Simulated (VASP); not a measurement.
Write the native input for VASP 6.6.1 that does the following.

| Property | Result |
| --- | --- |
| Task | single point |
| Functional | PBE |
| Potentials or basis | VASP PAW PBE potentials, release 64 (Sn_d, Se) |
| Cutoff | 520 eV |
| k mesh | 5 × 5 × 4 |
| Occupations | fermi-dirac, width 0.01 eV |
| Spin | no spin polarisation |
| Dipole correction | no |
| Further INCAR settings | ALGO = Normal; EDIFF = 1e-06; NBANDS = 28 |

The structure of SnSe lies in POSCAR:

```
SnSe
1.0
    5.1049687037      0.0000000000      0.0000000000
   -2.5524843519      4.4210325829      0.0000000000
    0.0000000000      0.0000000000      6.2069833550
Sn Se
2 2
Direct
    0.3333333333      0.6666666667     -0.0424902251
    0.6666666667      0.3333333333      0.4575097749
    0.3333333333      0.6666666667      0.4174902251
    0.6666666667      0.3333333333      0.9174902251
```

These files were run (other wordings do the same):

INCAR

```
SYSTEM = SnSe
PREC     = Accurate       ! precision mode
ENCUT    = 520            ! plane-wave cutoff, eV
EDIFF    = 1E-6           ! SCF threshold, eV
ISMEAR   = -1             ! smearing method
SIGMA    = 0.01           ! smearing width, eV
LREAL    = .FALSE.        ! projectors in reciprocal space
LASPH    = .TRUE.         ! aspherical terms in the spheres
NELM     = 60             ! most SCF steps
ALGO     = Normal         ! electronic algorithm
ISIF     = 2              ! what is computed and relaxed
LWAVE    = .FALSE.        ! write WAVECAR
LCHARG   = .FALSE.        ! write CHGCAR
GGA      = PE             ! functional
NBANDS   = 28             ! bands
```

KPOINTS

```
Automatic mesh
0
G
  5 5 4
  0 0 0
```

Potentials or basis: VASP PAW PBE potentials, release 64 (Sn_d, Se).

Command:

```bash
$ cat potpaw_PBE.64/Sn_d/POTCAR potpaw_PBE.64/Se/POTCAR > POTCAR
$ mpirun -np 1 vasp_std > vasp.out
```

Results of the run:

```json
{
  "Pressure": "0.0 GPa",
  "Largest force": "0.006 eV/Å",
  "Band gap on the k mesh": "1.19 eV"
}
```

Caveat: spin-orbit coupling is left out, which moves the levels of the heavy elements; an odd mesh through Γ misses points on the zone boundary, where band edges can lie.

Wall time 87 s on 1 thread of Intel Xeon 8259CL, on a shared host, peak memory 0.28 GiB.
